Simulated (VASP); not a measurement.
# ScAl3N4 (Cmc2_1) in VASP: notebook

ScAl3N4 is run at these levels: PBE; tasks: single point.

Program: VASP 6.6.1. These are calculated values, not measurements. Logs are shortened: lines on timing, memory, paths and dates and some standing lists are left out, and cuts for length are marked.

### Step 1. The cell of the first run

Symmetry: Cmc2_1, No. 36, orthorhombic system. The conventional cell has a = 6.475 Å, b = 11.153 Å, c = 5.053 Å, α = 90.00°, β = 90.00°, γ = 90.00°. Al (site symmetry 1) has 4 N at 1.90 to 1.96 Å within 2.5 Å. Al (site symmetry m) has 4 N at 1.90 to 1.96 Å within 2.5 Å. Within 2.7 Å of Sc (site symmetry m) lie 4 N at 2.05 to 2.12 Å. Within 2.5 Å of N (site symmetry m) lie 2 Al at 1.90 Å and 2 Sc at 2.05 to 2.12 Å. Within 2.5 Å of N (site symmetry 1) lie 3 Al at 1.90 Å and 1 Sc at 2.06 Å. N (site symmetry m) has 4 Al at 1.93 to 1.96 Å within 2.6 Å.

### Step 2. Single point, PBE

INCAR reads:

```
ALGO     = Normal         # electronic algorithm
EDIFF    = 1E-7           # SCF threshold, eV
ENCUT    = 520            # plane-wave cutoff, eV
GGA      = PE             # functional
ISIF     = 2              # what is computed and relaxed
ISMEAR   = 0              # smearing method
LASPH    = True           # aspherical terms in the spheres
LCHARG   = False          # write CHGCAR
LREAL    = Auto         
LWAVE    = False          # write WAVECAR
NBANDS   = 54             # bands
NELM     = 60             # most SCF steps
PREC     = Accurate       # precision mode
SIGMA    = 0.01           # smearing width, eV
```

KPOINTS reads:

```
k-points
0
Gamma
  4 4 5
```

POSCAR reads:

```
ScAl3N4
1.0
    6.4479552589     -0.0156719310      0.0000000000
   -3.2375499198      5.6076009531      0.0000000000
    0.0000000000      0.0000000000      5.0527970385
Al Sc N
6 2 8
Direct
    0.3349688121      0.1641646938      0.4997498077
    0.1696916442      0.8348458221     -0.0042224769
    0.3349688121      0.6708041183      0.4997498077
    0.6650311879      0.3358353062     -0.0002501923
    0.6650311879      0.8291958817     -0.0002501923
    0.8303083558      0.6651541779      0.4957775231
    0.1777750157      0.3388875079     -0.0076056033
    0.8222249843      0.1611124921      0.4923943967
    0.1821320734      0.3410660367      0.4128422303
    0.3454056630      0.1546765929      0.8745049206
    0.1648317237      0.8324158619      0.3784763935
    0.3454056630      0.6907290700      0.8745049206
    0.6545943370      0.3453234071      0.3745049206
    0.8178679266      0.1589339633      0.9128422303
    0.6545943370      0.8092709300      0.3745049206
    0.8351682763      0.6675841381      0.8784763935
```

Potentials or basis: VASP PAW PBE potentials, release 64 (Al, Sc_sv, N).

On the command line:

```bash
> cat potpaw_PBE.64/Al/POTCAR potpaw_PBE.64/Sc_sv/POTCAR potpaw_PBE.64/N/POTCAR > POTCAR
> mpirun -np 1 vasp_std > vasp.out
```

OUTCAR:

```text
EDIFF = 1E-7
   ENCUT = 520
   GGA = PE
   ISIF = 2
   ISMEAR = 0
   LASPH = True
   LREAL = Auto
   NELM = 60
   PREC = Accurate

 ion  position               nearest neighbor table
   1  0.335  0.164  0.500-  13 1.90  10 1.90   9 1.90  11 1.96   7 3.11   2 3.11   4 3.13   4 3.13
                             2 3.14   8 3.15   7 3.17   3 3.19   6 3.21   6 3.24   3 3.28   8 3.30
   2  0.170  0.835  0.996-  10 1.90  12 1.90  11 1.93  16 1.96   1 3.11   3 3.11   1 3.14   3 3.14
                             6 3.16   6 3.16   4 3.21   5 3.21   4 3.24   5 3.24   7 3.24   7 3.24
   3  0.335  0.671  0.500-  15 1.90  12 1.90   9 1.90  11 1.96   7 3.11   2 3.11   5 3.13   5 3.13
                             2 3.14   8 3.15   7 3.17   1 3.19   6 3.21   6 3.24   1 3.28   8 3.30
   4  0.665  0.336  1.000-  10 1.90  13 1.90  14 1.90  16 1.96   8 3.11   6 3.11   1 3.13   1 3.13
                             6 3.14   7 3.15   8 3.17   5 3.19   2 3.21   2 3.24   5 3.28   7 3.30
   5  0.665  0.829  1.000-  12 1.90  15 1.90  14 1.90  16 1.96   8 3.11   6 3.11   3 3.13   3 3.13
                             6 3.14   7 3.15   8 3.17   4 3.19   2 3.21   2 3.24   4 3.28   7 3.30
   6  0.830  0.665  0.496-  13 1.90  15 1.90  16 1.93  11 1.96   4 3.11   5 3.11   4 3.14   5 3.14
                             2 3.16   2 3.16   1 3.21   3 3.21   1 3.24   3 3.24   8 3.24   8 3.24
   7  0.178  0.339  0.992-  14 2.05  12 2.06  10 2.06   9 2.12   3 3.11   1 3.11   5 3.15   4 3.15
                             3 3.17   1 3.17   8 3.21   8 3.21   2 3.24   2 3.24   4 3.30   5 3.30
   8  0.822  0.161  0.492-   9 2.05  15 2.06  13 2.06  14 2.12   5 3.11   4 3.11   3 3.15   1 3.15
                             5 3.17   4 3.17   7 3.21   7 3.21   6 3.24   6 3.24   1 3.30   3 3.30
   9  0.182  0.341  0.413-   3 1.90   1 1.90   8 2.05   7 2.12
  10  0.345  0.155  0.875-   2 1.90   4 1.90   1 1.90   7 2.06
  11  0.165  0.832  0.378-   2 1.93   1 1.96   3 1.96   6 1.96
  12  0.345  0.691  0.875-   2 1.90   5 1.90   3 1.90   7 2.06
  13  0.655  0.345  0.375-   6 1.90   1 1.90   4 1.90   8 2.06
  14  0.818  0.159  0.913-   5 1.90   4 1.90   7 2.05   8 2.12
  15  0.655  0.809  0.375-   6 1.90   3 1.90   5 1.90   8 2.06
  16  0.835  0.668  0.878-   6 1.93   4 1.96   5 1.96   2 1.96

  LATTYP: Found a base centered orthorhombic cell.
 ALAT       =     6.4750998396
 B/A-ratio  =     1.7223694551
 C/A-ratio  =     0.7803427227

  Lattice vectors:

 A1 = (   3.2104053391,   5.5919290221,   0.0000000000)
 A2 = (  -6.4479552589,   0.0156719310,   0.0000000000)
 A3 = (   0.0000000000,   0.0000000000,   5.0527970385)

Analysis of symmetry for initial positions (statically):
=====================================================================
 Subroutine PRICEL returns:
 Original cell was already a primitive cell.

 Routine SETGRP: Setting up the symmetry group for a
 base centered orthorhombic supercell.

 Subroutine GETGRP returns: Found  4 space group operations
 (whereof  1 operations were pure point group operations)
 out of a pool of  8 trial point group operations.

The static configuration has the point symmetry C_1 .
 The point group associated with its full space group is C_2v.

Analysis of symmetry for dynamics (positions and initial velocities):
=====================================================================
 Subroutine PRICEL returns:
 Original cell was already a primitive cell.

 Routine SETGRP: Setting up the symmetry group for a
 base centered orthorhombic supercell.

 Subroutine GETGRP returns: Found  4 space group operations
 (whereof  1 operations were pure point group operations)
 out of a pool of  8 trial point group operations.

The dynamic configuration has the point symmetry C_1 .
 The point group associated with its full space group is C_2v.

 Subroutine INISYM returns: Found  4 space group operations
 (whereof  1 operations are pure point group operations),
 and found     1 'primitive' translations

----------------------------------------------------------------------------------------

                                     Primitive cell

  volume of cell :     182.4404

  direct lattice vectors                    reciprocal lattice vectors
     6.447955259 -0.015671931  0.000000000     0.155305860  0.089665880  0.000000000
    -3.237549920  5.607600953  0.000000000     0.000434043  0.178579975  0.000000000
     0.000000000  0.000000000  5.052797038     0.000000000  0.000000000  0.197910186

  length of vectors
     6.447974304  6.475099840  5.052797038     0.179331760  0.178580502  0.197910186

  position of ions in fractional coordinates (direct lattice)
     0.334968812  0.164164694  0.499749808
     0.169691644  0.834845822  0.995777523
[... 45 lines left out ...]
     0.038826465  0.022416470  0.000000000     0.250000000  0.000000000  0.000000000
     0.000108511  0.044644994  0.000000000    -0.000000000  0.250000000  0.000000000
     0.000000000  0.000000000  0.039582037     0.000000000  0.000000000  0.200000000

  Length of vectors
     0.044832940  0.044645126  0.039582037

  Shift w.r.t. Gamma in fractional coordinates (k-lattice)
     0.000000000  0.000000000  0.000000000

 Subroutine IBZKPT returns following result:
 ===========================================

 Found     21 irreducible k-points:

 Following reciprocal coordinates:
            Coordinates               Weight
  0.000000  0.000000  0.000000      1.000000
  0.250000 -0.000000  0.000000      2.000000
  0.500000 -0.000000  0.000000      1.000000
 -0.000000  0.250000  0.000000      4.000000
  0.250000  0.250000  0.000000      4.000000
 -0.000000  0.500000  0.000000      2.000000
[... 13 lines left out ...]
 -0.000000  0.500000  0.400000      4.000000
  0.250000  0.500000  0.400000      4.000000
   k-points           NKPTS =     21   k-points in BZ     NKDIM =     21   number of bands    NBANDS=     54
   number of dos      NEDOS =    301   number of ions     NIONS =     16
   total plane-waves  NPLWV =  92160
   dimension x,y,z NGX =    48 NGY =   48 NGZ =   40
   dimension x,y,z NGXF=    96 NGYF=   96 NGZF=   80
   ions per type =               6   2   8
   NGX,Y,Z   is equivalent  to a cutoff of  12.38, 12.32, 13.16 a.u.
   NGXF,Y,Z  is equivalent  to a cutoff of  24.75, 24.65, 26.32 a.u.
 SYSTEM =  unknown system
   PREC   = accura    normal or accurate (medium, high low for compatibility)
   ISTART =      0    job   : 0-new  1-cont  2-samecut
   ICHARG =      2    charge: 1-file 2-atom 10-const
   ISPIN  =      1    spin polarized calculation?
   LNONCOLLINEAR =      F non collinear calculations
   LSORBIT =      F    spin-orbit coupling
   LASPH  =      T    aspherical Exc in radial PAW
   ENCUT  =  520.0 eV  38.22 Ry    6.18 a.u.  11.99 12.04  9.39*2*pi/ulx,y,z
   NELM   =     60;   NELMIN=  2; NELMDL= -5     # of ELM steps
   EDIFF  = 0.1E-06   stopping-criterion for ELM
   LREAL  =      T    real-space projection
   EDIFFG = 0.1E-05   stopping-criterion for IOM
   NSW    =      0    number of steps for IOM
   IBRION =     -1    ionic relax: 0-MD 1-quasi-New 2-CG
   NFREE  =      0    steps in history (QN), initial steepest desc. (CG)
   ISIF   =      2    stress and relaxation
   ISYM   =      2    0-nonsym 1-usesym 2-fastsym
   POTIM  = 0.5000    time-step for ionic-motion
   TEBEG  =    0.0;   TEEND  =   0.0 temperature during run
   PSTRESS=    0.0 pullay stress
   NELECT =      80.0000    total number of electrons
   NUPDOWN=      -1.0000    fix difference up-down
   EMIN   =  10.00;   EMAX   =-10.00  energy-range for DOS
   EFERMI =   0.00;   METHOD = LEGACY
   ISMEAR =     0;   SIGMA  =   0.01  broadening in eV -4-tet -1-fermi 0-gaus
   EFERMI_NEDOS =   21; number of points for ismear=-14 and -15
   IALGO  =     38    algorithm
   IMIX   =      4    mixing-type and parameters
     AMIX     =   0.40;   BMIX     =  1.00
     AMIX_MAG =   1.60;   BMIX_MAG =  1.00
  volume/ion in A,a.u.               =      11.40        76.95
  Fermi-wavevector in a.u.,A,eV,Ry     =   1.243744  2.350336 21.046853  1.546900
  Thomas-Fermi vector in A             =   2.378042
   LORBIT       =      0    0 simple, 1 ext, 2 COOP (PROOUT), +10 PAW based schemes
   GGA     = PE    functional components
   LHFCALC =     F    Hartree Fock is set to
   AEXX    =    0.0000 exact exchange contribution
   IVDW    =     0    specifies the selected vdW correction
   LEPSILON=     F    determine dielectric tensor
   LRPA    =     F    only Hartree local field effects (RPA)
 non-spin polarized calculation
 Gauss-broadening in eV      SIGMA  =   0.01
  energy-cutoff  :      520.00
  volume of cell :      182.44
 maximum number of plane-waves:      4936
 NGX is ok and might be reduce to    48
   NGX = 23   NGY = 25   NGZ = 19

 number of electron      80.0000007 magnetization

 Free energy of the ion-electron system (eV)
  ---------------------------------------------------
  ext. energy  EPLUGINS =         0.00000000
  ---------------------------------------------------
  free energy    TOTEN  =      -124.24063843 eV

  energy without entropy =     -124.24063843  energy(sigma->0) =     -124.24063843

 E-fermi :   5.0611     XC(G=0): -10.7942

 val. band max:        4.9734372320   @ k =   0.0000   0.0000   0.0000
 cond. band min:       8.7449601534   @ k =   0.2500   0.2500   0.0000
 fundamental gap:      3.7715229214
 Fermi energy:         5.0611476410

 k-point     1 :       0.0000    0.0000    0.0000
  band No.  band energies     occupation
      1     -41.8299      2.00000
      2     -41.8001      2.00000
      3     -20.6849      2.00000
      4     -20.6511      2.00000
      5     -20.6164      2.00000
      6     -20.5862      2.00000
[... 1144 lines left out ...]
     51      11.9795      0.00000
     52      12.0453      0.00000
 [bands above 52 left out]

------------------------ aborting loop because EDIFF is reached ----------------------------------------

  FORCE on cell =-STRESS in cart. coord.  units (eV):
  Direction    XX          YY          ZZ          XY          YZ          ZX
  --------------------------------------------------------------------------------------
  -------------------------------------------------------------------------------------
  Total        2.5942917      2.6328747      1.4454365     -0.0334139      0.0000000      0.0000000
  in kB       22.7828617     23.1216946     12.6937073     -0.2934379      0.0000000      0.0000000
  external PRESSURE =      19.5327546 kB  Pullay stress =       0.0000000 kB

 VOLUME and BASIS-vectors are now :
 -----------------------------------------------------------------------------
  energy-cutoff  :      520.00
  volume of cell :      182.44
      direct lattice vectors                 reciprocal lattice vectors
     6.447955259 -0.015671931  0.000000000     0.155305860  0.089665880  0.000000000
    -3.237549920  5.607600953  0.000000000     0.000434043  0.178579975  0.000000000
     0.000000000  0.000000000  5.052797038     0.000000000  0.000000000  0.197910186

 POSITION                                       TOTAL-FORCE (eV/Angst)
 -----------------------------------------------------------------------------------
      1.62837      0.91532      2.52513         0.002106      0.001851      0.000317
     -1.60869      4.67882      5.03146        -0.000478     -0.000276     -0.001713
     -0.01190      3.75635      2.52513         0.002656      0.000899      0.000317
      3.20081      1.87281      5.05153        -0.002106     -0.001851      0.000317
      1.60353      4.63938      5.05153        -0.002656     -0.000899      0.000317
      3.20032      3.71691      2.50506         0.000478      0.000276     -0.001713
[... 8 lines left out ...]
      1.60074      4.52781      1.89230         0.002859     -0.062613     -0.018967
      3.22379      3.73046      4.43876         0.000161      0.000093      0.000561
 -----------------------------------------------------------------------------------
    total drift:                               -0.000001      0.000002     -0.009509

  FREE ENERGIE OF THE ION-ELECTRON SYSTEM (eV)
  ---------------------------------------------------
  free  energy   TOTEN  =      -124.2406384305 eV

  energy  without entropy=     -124.2406384305  energy(sigma->0) =     -124.24063843
```

It took 15 min on 1 thread of Intel Xeon 8259CL, shared host; peak memory 0.36 GiB.

What came out:

| Item | Value |
| --- | --- |
| Free energy | -124.2406 eV |
| Pressure | 2.0 GPa |
| Largest force | 0.074 eV/Å |
| Band gap on the k mesh | 3.77 eV (least direct gap 3.79 eV) |

Forces on the atoms (eV/Å):
```
Al   0.002  0.002  0.000
Al   0.000  0.000 -0.002
Al   0.003  0.001  0.000
Al  -0.002 -0.002  0.000
Al  -0.003 -0.001  0.000
Al   0.000  0.000 -0.002
Sc   0.003  0.002  0.005
Sc  -0.003 -0.002  0.005
N    0.058  0.033  0.033
N    0.053 -0.034 -0.019
N    0.000  0.000  0.001
N   -0.003  0.063 -0.019
N   -0.053  0.034 -0.019
N   -0.058 -0.033  0.033
N    0.003 -0.063 -0.019
N    0.000  0.000  0.001
```

A k mesh can miss the band edges.

### Step 3. Single point, PBE

This run uses another cell than the first one, of 11.46 Å³/atom.

INCAR reads:

```
SYSTEM = ScAl3N4
ALGO = Normal
EDIFF = 1E-7
ENCUT = 520
GGA = PE
ISIF = 2
ISMEAR = 0
LASPH = .True.
LCHARG = .False.
LREAL = Auto
LWAVE = .False.
NBANDS = 54
NELM = 100
PREC = Accurate
SIGMA = 0.01
```

KPOINTS reads:

```
k-points
0
Gamma
  4 4 5
  0 0 0
```

POSCAR reads:

```
ScAl3N4
1.0
    6.4803570441     -0.0157506844      0.0000000000
   -3.2538190149      5.6357798524      0.0000000000
    0.0000000000      0.0000000000      5.0275330533
Al Sc N
6 2 8
Direct
    0.3352038684      0.1642777534      0.4989539243
    0.1697333994      0.8348666997     -0.0046978364
    0.3352038684      0.6709261151      0.4989539243
    0.6647961316      0.3357222466     -0.0010460757
    0.6647961316      0.8290738849     -0.0010460757
    0.8302666006      0.6651333003      0.4953021636
    0.1775151459      0.3387575730     -0.0100905234
    0.8224848541      0.1612424270      0.4899094766
    0.1824682636      0.3412341318      0.4136480954
    0.3452856389      0.1545606833      0.8758337483
    0.1648909416      0.8324454708      0.3795649194
    0.3452856389      0.6907249556      0.8758337483
    0.6547143611      0.3454393167      0.3758337483
    0.8175317364      0.1587658682      0.9136480954
    0.6547143611      0.8092750444      0.3758337483
    0.8351090584      0.6675545292      0.8795649194
```

Potentials or basis: VASP PAW PBE potentials, release 64 (Al, Sc_sv, N).

On the command line:

```bash
> cat potpaw_PBE.64/Al/POTCAR potpaw_PBE.64/Sc_sv/POTCAR potpaw_PBE.64/N/POTCAR > POTCAR
> mpirun -np 1 vasp_std > vasp.out
```

Wall time 14 min (1 thread of Intel Xeon 8259CL, shared host); peak memory 0.37 GiB.

Results (log left out):

```
Free energy            : -124.2507 eV
Pressure               : 0.8 GPa
Largest force          : 0.072 eV/Å
Band gap on the k mesh : 3.66 eV (least direct gap 3.72 eV)
```

Forces on the atoms (eV/Å):
```
Al   0.000  0.004  0.002
Al  -0.001 -0.001 -0.001
Al   0.003 -0.002  0.002
Al   0.000 -0.004  0.002
Al  -0.003  0.002  0.002
Al   0.001  0.001 -0.001
Sc   0.003  0.002  0.005
Sc  -0.003 -0.002  0.005
N    0.056  0.032  0.031
N    0.053 -0.033 -0.019
N   -0.001 -0.001  0.000
N   -0.003  0.062 -0.019
N   -0.053  0.033 -0.019
N   -0.056 -0.032  0.031
N    0.003 -0.062 -0.019
N    0.001  0.001  0.000
```

Stress tensor (GPa, compression positive):
```
 0.64 -0.01  0.00
-0.01  0.65  0.00
 0.00  0.00  1.25
```

Levels at points of the mesh, in eV from the valence-band top:
| k point | band 36 | band 37 | band 38 | band 39 | band 40 | band 41 | band 42 | band 43 | band 44 | band 45 |
| --- | --- | --- | --- | --- | --- | --- | --- | --- | --- | --- |
| (0.00, 0.00, 0.00) | -0.53 | -0.46 | -0.41 | -0.24 | 0.00 | 3.72 | 3.93 | 4.02 | 4.32 | 4.55 |
| (0.50, 0.00, 0.00) | -0.65 | -0.23 | -0.23 | -0.20 | -0.15 | 3.67 | 4.33 | 4.46 | 4.81 | 4.90 |
| (0.00, 0.50, 0.00) | -0.56 | -0.27 | -0.25 | -0.17 | -0.08 | 3.87 | 4.24 | 4.54 | 4.62 | 5.19 |

### Step 4. Single point, PBE

This run uses another cell than the first one, of 11.52 Å³/atom.

INCAR reads:

```
SYSTEM = ScAl3N4
PREC     = Accurate       ! precision mode
ENCUT    = 520            ! plane-wave cutoff, eV
EDIFF    = 1E-6           ! SCF threshold, eV
ISMEAR   = 0              ! smearing method
SIGMA    = 0.01           ! smearing width, eV
LREAL    = Auto         
LASPH    = .True.         ! aspherical terms in the spheres
NELM     = 60             ! most SCF steps
ALGO     = Normal         ! electronic algorithm
ISIF     = 2              ! what is computed and relaxed
LWAVE    = .False.        ! write WAVECAR
LCHARG   = .False.        ! write CHGCAR
GGA      = PE             ! functional
NBANDS   = 54             ! bands
```

KPOINTS reads:

```
regular mesh
0
Gamma
  4 4 5
  0 0 0
```

POSCAR reads:

```
ScAl3N4
1.0
    6.4803570441     -0.0157506844      0.0000000000
   -3.2538190149      5.6357798524      0.0000000000
    0.0000000000      0.0000000000      5.0527970385
Al Sc N
6 2 8
Direct
    0.3351902987      0.1643643502      0.4994553577
    0.1697954971      0.8348977485     -0.0044269608
    0.3351902987      0.6708259484      0.4994553577
    0.6648097013      0.3356356498     -0.0005446423
    0.6648097013      0.8291740516     -0.0005446423
    0.8302045029      0.6651022515      0.4955730392
    0.1774977064      0.3387488532     -0.0088041848
    0.8225022936      0.1612511468      0.4911958152
    0.1823423944      0.3411711972      0.4130392984
    0.3452763821      0.1546919245      0.8751497757
    0.1649135222      0.8324567611      0.3789815806
    0.3452763821      0.6905844576      0.8751497757
    0.6547236179      0.3453080755      0.3751497757
    0.8176576056      0.1588288028      0.9130392984
    0.6547236179      0.8094155424      0.3751497757
    0.8350864778      0.6675432389      0.8789815806
```

On the command line:

```bash
> cat potpaw_PBE.64/Al/POTCAR potpaw_PBE.64/Sc_sv/POTCAR potpaw_PBE.64/N/POTCAR > POTCAR
> mpirun -np 1 vasp_std > vasp.out
```

Run time: 9.9 min. Hardware: 1 thread of Intel Xeon 8259CL, shared host; peak memory 0.36 GiB.

Results (log left out):

```
Free energy            : -124.2548 eV
Pressure               : 0.0 GPa
Largest force          : 0.071 eV/Å
Band gap on the k mesh : 3.70 eV (least direct gap 3.72 eV)
```

Forces on the atoms (eV/Å):
```
Al   0.000  0.004  0.001
Al   0.001  0.001 -0.001
Al   0.003 -0.002  0.001
Al   0.000 -0.004  0.001
Al  -0.003  0.002  0.001
Al  -0.001 -0.001 -0.001
Sc   0.005  0.003  0.006
Sc  -0.005 -0.003  0.006
N    0.055  0.031  0.032
N    0.051 -0.032 -0.018
N    0.001  0.001 -0.002
N   -0.003  0.060 -0.018
N   -0.051  0.032 -0.018
N   -0.055 -0.031  0.032
N    0.003 -0.060 -0.018
N   -0.001 -0.001 -0.002
```

Levels at points of the mesh, in eV from the valence-band top:
```csv
k point,band 38,band 39,band 40,band 41,band 42,band 43
"(0.00, 0.00, 0.00)",-0.37,-0.21,0.00,3.72,3.95,4.05
"(0.50, 0.00, 0.00)",-0.20,-0.18,-0.11,3.72,4.37,4.48
"(0.00, 0.50, 0.00)",-0.22,-0.15,-0.06,3.91,4.29,4.56
```

A k mesh can miss the band edges.

[end of part 1 of 2]
